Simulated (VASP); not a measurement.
# Zn6S7 (a cell with a defect) in VASP: relaxation of the atoms with PBE

Aim: the relaxation of the atoms of Zn6S7 (a cell with a defect) with PBE.

All numbers are computed with VASP 6.6.1; they aren't measurements. Logs are shortened: lines on timing, memory, paths and dates and some standing lists are left out, and cuts for length are marked.

**1. The cell of the first run**

The cell holds a defect, 13 atoms: a = 6.305 Å, b = 6.658 Å, c = 6.658 Å, α = 120.00°, β = 90.00°, γ = 90.00°.

**2. Relaxation of the atoms, PBE (with an interstitial atom)**

Input file INCAR:

```
SYSTEM = Zn6S7
PREC     = Accurate       ! precision mode
ENCUT    = 520            ! plane-wave cutoff, eV
EDIFF    = 1E-7           ! SCF threshold, eV
ISMEAR   = 0              ! smearing method
SIGMA    = 0.02           ! smearing width, eV
LREAL    = .FALSE.        ! projectors in reciprocal space
LASPH    = .TRUE.         ! aspherical terms in the spheres
NELM     = 100            ! most SCF steps
ALGO     = Normal         ! electronic algorithm
ISIF     = 2              ! what is computed and relaxed
LWAVE    = .FALSE.        ! write WAVECAR
LCHARG   = .FALSE.        ! write CHGCAR
GGA      = PE             ! functional
IBRION   = 2              ! ionic algorithm
NSW      = 80             ! ionic steps
EDIFFG   = -0.02          ! ionic threshold
```

Input file KPOINTS:

```
Automatic mesh
0
G
  2 2 2
  0 0 0
```

Input file POSCAR:

```
Zn6S7
1.0
    0.0000000000      0.0000000000      6.3046430599
   -5.7661004019      3.3290596193      0.0000000000
   -0.0000000001     -6.6581192385      0.0000000000
Zn S
6 7
Direct
    0.0002666737      0.3333333333      0.3333333333
    0.0002666737      0.6666666667      0.0000000000
    0.0002666737      1.0000000000      0.6666666667
    0.5002666737      0.0000000000      0.3333333333
    0.5002666737      0.3333333333      0.0000000000
    0.5002666737      0.6666666667      0.6666666667
    0.3747333263      0.3333333333      0.3333333333
    0.3747333263      0.6666666667      0.0000000000
    0.3747333263      1.0000000000      0.6666666667
    0.8747333263      0.0000000000      0.3333333333
    0.8747333263      0.3333333333      0.0000000000
    0.8747333263      0.6666666667      0.6666666667
    0.1958792608     -0.0087905489      0.0047331973
```

Potentials or basis: VASP PAW PBE potentials, release 64 (Zn, S).

Run with:

```sh
cat potpaw_PBE.64/Zn/POTCAR potpaw_PBE.64/S/POTCAR > POTCAR
mpirun -np 1 vasp_std > vasp.out
```

OUTCAR:

```text
SYSTEM = Zn6S7
   PREC = Accurate
   ENCUT = 520
   EDIFF = 1E-7
   ISMEAR = 0
   LREAL = .FALSE.
   LASPH = .TRUE.
   NELM = 100
   ISIF = 2
   GGA = PE
   IBRION = 2
   NSW = 80
   EDIFFG = -0.02

 ion  position               nearest neighbor table
   1  0.000  0.333  0.333-  10 2.36  11 2.36  12 2.36   7 2.36  13 2.55
   2  0.000  0.667  0.000-  12 2.36  10 2.36  11 2.36   8 2.36  13 2.47
   3  0.000  0.000  0.667-  12 2.36  11 2.36  10 2.36   9 2.36  13 2.59
   4  0.500  0.000  0.333-   7 2.36   8 2.36   9 2.36  10 2.36  13 2.89
   5  0.500  0.333  0.000-   7 2.36   9 2.36   8 2.36  11 2.36
   6  0.500  0.667  0.667-   9 2.36   8 2.36   7 2.36  12 2.36
   7  0.375  0.333  0.333-   4 2.36   5 2.36   6 2.36   1 2.36  13 2.50
   8  0.375  0.667  0.000-   6 2.36   4 2.36   5 2.36   2 2.36  13 2.42
   9  0.375  0.000  0.667-   6 2.36   5 2.36   4 2.36   3 2.36  13 2.54
  10  0.875  0.000  0.333-   1 2.36   2 2.36   3 2.36   4 2.36
  11  0.875  0.333  0.000-   1 2.36   3 2.36   2 2.36   5 2.36
  12  0.875  0.667  0.667-   3 2.36   2 2.36   1 2.36   6 2.36
  13  0.196  0.991  0.005-   8 2.42   2 2.47   7 2.50   9 2.54   1 2.55   3 2.59   4 2.89

  LATTYP: Found a hexagonal cell.
 ALAT       =     6.6581192385
 C/A-ratio  =     0.9469105064

  Lattice vectors:

 A1 = (  -5.7661004019,   3.3290596193,   0.0000000000)
 A2 = (  -0.0000000001,  -6.6581192385,   0.0000000000)
 A3 = (   0.0000000000,   0.0000000000,   6.3046430599)

Analysis of symmetry for initial positions (statically):
=====================================================================
 Subroutine PRICEL returns:
 Original cell was already a primitive cell.

 Routine SETGRP: Setting up the symmetry group for a
 hexagonal supercell.

 Subroutine GETGRP returns: Found  1 space group operations
 (whereof  1 operations were pure point group operations)
 out of a pool of 24 trial point group operations.

The static configuration has the point symmetry C_1 .

Analysis of symmetry for dynamics (positions and initial velocities):
=====================================================================
 Subroutine PRICEL returns:
 Original cell was already a primitive cell.

 Routine SETGRP: Setting up the symmetry group for a
 hexagonal supercell.

 Subroutine GETGRP returns: Found  1 space group operations
 (whereof  1 operations were pure point group operations)
 out of a pool of 24 trial point group operations.

The dynamic configuration has the point symmetry C_1 .

 Subroutine INISYM returns: Found  1 space group operations
 (whereof  1 operations are pure point group operations),
 and found     1 'primitive' translations

----------------------------------------------------------------------------------------

                                     Primitive cell

  volume of cell :     242.0440

  direct lattice vectors                    reciprocal lattice vectors
     0.000000000  0.000000000  6.304643060     0.000000000  0.000000000  0.158613262
    -5.766100402  3.329059619  0.000000000    -0.173427435  0.000000000  0.000000000
    -0.000000000 -6.658119239  0.000000000    -0.086713717 -0.150192564  0.000000000

  length of vectors
     6.304643060  6.658119238  6.658119239     0.158613262  0.173427435  0.173427435

  position of ions in fractional coordinates (direct lattice)
     0.000266674  0.333333333  0.333333333
     0.000266674  0.666666667  0.000000000
     0.000266674  0.000000000  0.666666667
     0.500266674  0.000000000  0.333333333
     0.500266674  0.333333333  0.000000000
     0.500266674  0.666666667  0.666666667
     0.374733326  0.333333333  0.333333333
     0.374733326  0.666666667  0.000000000
     0.374733326  0.000000000  0.666666667
     0.874733326  0.000000000  0.333333333
     0.874733326  0.333333333  0.000000000
     0.874733326  0.666666667  0.666666667
     0.195879261  0.991209451  0.004733197

  ion indices of the primitive-cell ions
   primitive index   ion index
                 1           1
                 2           2
                 3           3
                 4           4
                 5           5
                 6           6
                 7           7
                 8           8
                 9           9
                10          10
                11          11
                12          12
                13          13

----------------------------------------------------------------------------------------

 KPOINTS: Automatic mesh

Automatic generation of k-mesh.
 Grid dimensions read from file:
 generate k-points for:    2    2    2

 Generating k-lattice:

  Cartesian coordinates                     Fractional coordinates (reciprocal lattice)
     0.000000000  0.000000000  0.079306631     0.500000000  0.000000000  0.000000000
    -0.086713717  0.000000000  0.000000000     0.000000000  0.500000000  0.000000000
    -0.043356859 -0.075096282  0.000000000     0.000000000  0.000000000  0.500000000

  Length of vectors
     0.079306631  0.086713717  0.086713717

  Shift w.r.t. Gamma in fractional coordinates (k-lattice)
     0.000000000  0.000000000  0.000000000

 Subroutine IBZKPT returns following result:
 ===========================================

 Found      8 irreducible k-points:

 Following reciprocal coordinates:
            Coordinates               Weight
  0.000000  0.000000  0.000000      1.000000
  0.500000  0.000000  0.000000      1.000000
  0.000000  0.500000  0.000000      1.000000
  0.000000 -0.000000  0.500000      1.000000
  0.000000  0.500000  0.500000      1.000000
  0.500000  0.500000  0.000000      1.000000
  0.500000 -0.000000  0.500000      1.000000
  0.500000  0.500000  0.500000      1.000000
   k-points           NKPTS =      8   k-points in BZ     NKDIM =      8   number of bands    NBANDS=     68
   number of dos      NEDOS =    301   number of ions     NIONS =     13
   total plane-waves  NPLWV = 120000
   dimension x,y,z NGX =    48 NGY =   50 NGZ =   50
   dimension x,y,z NGXF=    96 NGYF=  100 NGZF=  100
   ions per type =               6   7
   NGX,Y,Z   is equivalent  to a cutoff of  12.66, 12.48, 12.48 a.u.
   NGXF,Y,Z  is equivalent  to a cutoff of  25.31, 24.97, 24.97 a.u.
 SYSTEM =  Zn6S7
   PREC   = accura    normal or accurate (medium, high low for compatibility)
   ISTART =      0    job   : 0-new  1-cont  2-samecut
   ICHARG =      2    charge: 1-file 2-atom 10-const
   ISPIN  =      1    spin polarized calculation?
   LNONCOLLINEAR =      F non collinear calculations
   LSORBIT =      F    spin-orbit coupling
   LASPH  =      T    aspherical Exc in radial PAW
   ENCUT  =  520.0 eV  38.22 Ry    6.18 a.u.  11.72 12.38 12.38*2*pi/ulx,y,z
   NELM   =    100;   NELMIN=  2; NELMDL= -5     # of ELM steps
   EDIFF  = 0.1E-06   stopping-criterion for ELM
   LREAL  =      F    real-space projection
   EDIFFG = -.2E-01   stopping-criterion for IOM
   NSW    =     80    number of steps for IOM
   IBRION =      2    ionic relax: 0-MD 1-quasi-New 2-CG
   NFREE  =      1    steps in history (QN), initial steepest desc. (CG)
   ISIF   =      2    stress and relaxation
   ISYM   =      2    0-nonsym 1-usesym 2-fastsym
   POTIM  = 0.5000    time-step for ionic-motion
   TEBEG  =    0.0;   TEEND  =   0.0 temperature during run
   PSTRESS=    0.0 pullay stress
   NELECT =     114.0000    total number of electrons
   NUPDOWN=      -1.0000    fix difference up-down
   EMIN   =  10.00;   EMAX   =-10.00  energy-range for DOS
   EFERMI =   0.00;   METHOD = LEGACY
   ISMEAR =     0;   SIGMA  =   0.02  broadening in eV -4-tet -1-fermi 0-gaus
   EFERMI_NEDOS =   21; number of points for ismear=-14 and -15
   IALGO  =     38    algorithm
   IMIX   =      4    mixing-type and parameters
     AMIX     =   0.40;   BMIX     =  1.00
     AMIX_MAG =   1.60;   BMIX_MAG =  1.00
  volume/ion in A,a.u.               =      18.62       125.65
  Fermi-wavevector in a.u.,A,eV,Ry     =   1.273733  2.407006 22.074030  1.622395
  Thomas-Fermi vector in A             =   2.406540
   LORBIT       =      0    0 simple, 1 ext, 2 COOP (PROOUT), +10 PAW based schemes
   GGA     = PE    functional components
   LHFCALC =     F    Hartree Fock is set to
   AEXX    =    0.0000 exact exchange contribution
   IVDW    =     0    specifies the selected vdW correction
   LEPSILON=     F    determine dielectric tensor
   LRPA    =     F    only Hartree local field effects (RPA)
 conjugate gradient relaxation of ions
 non-spin polarized calculation
 Gauss-broadening in eV      SIGMA  =   0.02
  energy-cutoff  :      520.00
  volume of cell :      242.04
 maximum number of plane-waves:      6588
 NGX is ok and might be reduce to    48
   NGX = 23   NGY = 25   NGZ = 25

--------------------------------------- Ionic step        1  -------------------------------------------

 number of electron     114.0000010 magnetization

 Free energy of the ion-electron system (eV)
  ---------------------------------------------------
  ext. energy  EPLUGINS =         0.00000000
  ---------------------------------------------------
  free energy    TOTEN  =       -40.22463449 eV

  energy without entropy =      -40.22402125  energy(sigma->0) =      -40.22432787

------------------------ aborting loop because EDIFF is reached ----------------------------------------

  FORCE on cell =-STRESS in cart. coord.  units (eV):
  Direction    XX          YY          ZZ          XY          YZ          ZX
  --------------------------------------------------------------------------------------
  -------------------------------------------------------------------------------------
  Total       10.7053733     10.3879591      9.7286461     -0.1418517      0.3482159     -0.2600056
  in kB       70.8627703     68.7616895     64.3974564     -0.9389679      2.3049681     -1.7210716
  external PRESSURE =      68.0073054 kB  Pullay stress =       0.0000000 kB
[... 122 lines left out ...]
  FREE ENERGIE OF THE ION-ELECTRON SYSTEM (eV)
  ---------------------------------------------------
  free  energy   TOTEN  =       -40.7077499088 eV

  energy  without entropy=      -40.7077498822  energy(sigma->0) =      -40.70774990

[... ionic steps 4 to 11 ...]

--------------------------------------- Ionic step       12  -------------------------------------------

 number of electron     114.0000005 magnetization

------------------------ aborting loop because EDIFF is reached ----------------------------------------

  FORCE on cell =-STRESS in cart. coord.  units (eV):
  Direction    XX          YY          ZZ          XY          YZ          ZX
  --------------------------------------------------------------------------------------
  -------------------------------------------------------------------------------------
  Total        8.7587996      8.9580336      8.5467537      0.0838784      0.0798016     -0.0658864
  in kB       57.9776891     59.2964916     56.5740796      0.5552219      0.5282359     -0.4361263
  external PRESSURE =      57.9494201 kB  Pullay stress =       0.0000000 kB
[... 79 lines left out ...]
  energy  without entropy=      -40.8973797287  energy(sigma->0) =      -40.89741615

--------------------------------------- Ionic step       14  -------------------------------------------

 number of electron     114.0000006 magnetization

 Free energy of the ion-electron system (eV)
  ---------------------------------------------------
  ext. energy  EPLUGINS =         0.00000000
  ---------------------------------------------------
  free energy    TOTEN  =       -40.89759828 eV

  energy without entropy =      -40.89753730  energy(sigma->0) =      -40.89756779

 E-fermi :   3.5053     XC(G=0):  -9.9435

 val. band max:        3.4610471415   @ k =   0.5000  -0.0000   0.5000
 cond. band min:       3.5454892317   @ k =   0.0000   0.5000   0.0000
 fundamental gap:      0.0844420902
 Fermi energy:         3.5052774713

 k-point     1 :       0.0000    0.0000    0.0000
  band No.  band energies     occupation
      1     -11.1067      2.00000
      2      -9.6025      2.00000
      3      -9.3977      2.00000
      4      -9.3956      2.00000
      5      -9.2964      2.00000
      6      -9.2870      2.00000
[... 597 lines left out ...]
  FREE ENERGIE OF THE ION-ELECTRON SYSTEM (eV)
  ---------------------------------------------------
  free  energy   TOTEN  =       -40.8975982826 eV

  energy  without entropy=      -40.8975372993  energy(sigma->0) =      -40.89756779

 reached required accuracy - stopping structural energy minimisation
```

Run time: 29 min. Hardware: 1 thread of Intel Xeon Platinum 8488C (Sapphire Rapids), shared host; peak memory 0.38 GiB.

What came out:

- Free energy: -40.8976 eV
- Energy gained by relaxing: 51.8 meV/atom
- Ionic steps: 14
- Pressure after relaxing: 5.8 GPa
- Largest force after relaxing: 0.010 eV/Å
- Band gap on the k mesh: zero (bands 57 and 58 overlap by 0.57 eV)

Forces on the atoms (eV/Å):
```
Zn  -0.005 -0.003  0.003
Zn   0.003 -0.001  0.010
Zn   0.000  0.006  0.001
Zn   0.001  0.004 -0.001
Zn   0.002 -0.001 -0.002
Zn  -0.003 -0.002 -0.002
S   -0.004 -0.007 -0.001
S    0.007 -0.005  0.002
S    0.003  0.005 -0.005
S    0.000  0.010  0.000
S    0.007 -0.004 -0.005
S   -0.008 -0.004 -0.002
S   -0.003  0.003  0.000
```

Step by step:
```
step  energy change (eV)  largest force (eV/Å)  pressure (GPa)
   1              0.0000                1.8185            6.80
   2             -0.4340                0.6085            6.21
   3             -0.4831                0.6282            6.19
   4             -0.5550                0.4194            6.09
   5             -0.6301                0.3069            5.98
   6             -0.6644                0.1024            5.91
   7             -0.6654                0.1401            5.90
   8             -0.6698                0.0951            5.86
   9             -0.6710                0.0699            5.83
  10             -0.6719                0.0490            5.82
  11             -0.6721                0.0452            5.82
  12             -0.6727                0.0220            5.79
  13             -0.6728                0.0221            5.78
  14             -0.6730                0.0105            5.77
```

Final structure:
```
Zn S
1.0
     0.00000    0.00000    6.30464
    -5.76610    3.32906    0.00000
     0.00000   -6.65812    0.00000
Zn S
6 7
Direct
  0.99867 0.32375 0.32602
  0.99722 0.67400 0.00082
  0.99924 0.99855 0.67521
  0.50334 0.00026 0.31664
  0.50379 0.31589 0.99987
  0.50349 0.68386 0.68348
  0.38961 0.35675 0.35653
  0.39017 0.64333 0.99994
  0.38937 0.00015 0.64339
  0.86595 0.99914 0.35291
  0.86681 0.35004 0.00054
  0.86624 0.64719 0.64859
  0.17198 0.99830 0.00078
```

Caveat: the k points lie up to 0.54 Å⁻¹ apart, too coarse for converged energies and pressures of a metal; the cell differs from its parent crystal (with an interstitial atom).

The gap in the log of VASP goes by the Fermi energy; the results here count the filled bands.